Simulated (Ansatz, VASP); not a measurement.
# One calculation of HfH6, two programs

INCAR

```
  ALGO = Normal
  EDIFF = 1E-6
  EDIFFG = -0.01
  ENCUT = 600
  GGA = PE
  IBRION = 2
  ISIF = 3
  ISMEAR = 0
  LASPH = True
  LCHARG = False
  LREAL = False
  LWAVE = False
  NELM = 60
  NSW = 100
  PREC = Accurate
  SIGMA = 0.1
```

The input KPOINTS:

```
k-points
0
Gamma
  12 12 12
```

File POSCAR:

```
HfH6
1.0
   -2.8957206451      2.8957206451      1.8107404388
    2.8957206451     -2.8957206451      1.8107404388
    2.8957206451      2.8957206451     -1.8107404388
Hf H
1 6
Direct
    0.0000000000      0.0000000000      0.0000000000
    0.0000000000      0.3364857429      0.3364857429
    0.0000000000      0.6635142571      0.6635142571
    0.3364857429      0.0000000000      0.3364857429
    0.6635142571      0.0000000000      0.6635142571
    0.5000000000      0.0000000000      0.5000000000
    0.0000000000      0.5000000000      0.5000000000
```

Input for Ansatz:

```yaml
crystal:
  lattice:
    - [-2.8957206451, 2.8957206451, 1.8107404388]
    - [2.8957206451, -2.8957206451, 1.8107404388]
    - [2.8957206451, 2.8957206451, -1.8107404388]
  atoms:
    - { symbol: Hf, position: [0.0, 0.0, 0.0] }
    - { symbol: H, position: [0.0, 0.3364857429, 0.3364857429] }
    - { symbol: H, position: [0.0, 0.6635142571, 0.6635142571] }
    - { symbol: H, position: [0.3364857429, 0.0, 0.3364857429] }
    - { symbol: H, position: [0.6635142571, 0.0, 0.6635142571] }
    - { symbol: H, position: [0.5, 0.0, 0.5] }
    - { symbol: H, position: [0.0, 0.5, 0.5] }
basis:
  ecutwfc: 420
kpoints:
  mp_grid: { grid: [12, 12, 12] }
hamiltonian:
  xc: pbe
scf:
  occupations: { method: gaussian, width: 0.1 }
output:
  forces: true
  stress: true
  eigenvalues: true
  write_density: true
  write_potential: true
  elf: true
  volumetric_format: npy
relax:
  adjacent_minimum: "off"
  f_tol: 0.01
  max_steps: 80
  cell: { stress_tol: 0.05 }
```

Alike in both runs: task relaxation of cell and atoms; functional PBE; k mesh 12 × 12 × 12; occupations gaussian, width 0.1 eV; no spin polarisation.

```csv
,VASP,Ansatz
version,VASP 6.6.1,Ansatz 0.2.0
potentials or method,"VASP PAW PBE potentials, release 64 (Hf_pv, H), cutoff 600 eV","scalar-relativistic, plane waves, PAW"
valence electrons in the cell,16,32
```

Ansatz gave:

| Item | Value |
| --- | --- |
| gap on the k mesh at the Fermi level, each at its own relaxed structure (eV) | none |
| relaxed volume (Å³/atom) | 8.73 |
| relaxed cell length with the largest relative difference (Å) | 4.487 |

Question: Estimate VASP's values.

Answer: gap on the k mesh at the Fermi level, each at its own relaxed structure (eV): none; relaxed volume (Å³/atom): 8.68; relaxed cell length with the largest relative difference (Å): 4.478.

A gap of «none» marks a metal or a gap that the smearing closes. VASP's potentials hold 16 valence electrons a cell and Ansatz's 32, so a difference there can come from the potentials and not from the codes.

Spin-orbit coupling is off throughout. Noted on VASP's run: the relaxation stopped at its first step, so nothing moved.
